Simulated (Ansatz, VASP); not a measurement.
## Two plane-wave programs on Sc

```
Sc
1.0
     0.00000    2.30038    2.30038
     2.30038    0.00000    2.30038
     2.30038    2.30038    0.00000
Sc
1
Direct
  0.00000 0.00000 0.00000
```

Change from the starting cell: volume scaled by 1.04, PAW files.

Alike in both runs: task electric field gradients; functional PBEsol; k mesh 12 × 12 × 12; occupations fermi-dirac, width 0.03 eV; no spin polarisation.

```csv
,VASP,Ansatz
version,VASP 6.6.1,Ansatz 0.2.0
potentials or method,"VASP PAW PBE potentials, release 64 (Sc_sv)","PAW with Ansatz's default frozen-core files, scalar-relativistic"
plane-wave cutoff (eV),520,420
valence electrons in the cell,11,11
```

```csv
,VASP,Ansatz,Ansatz less VASP
pressure (GPa),-1.6,-1.6,0.00
```

VASP's potentials were made for PBE, not for PBEsol.
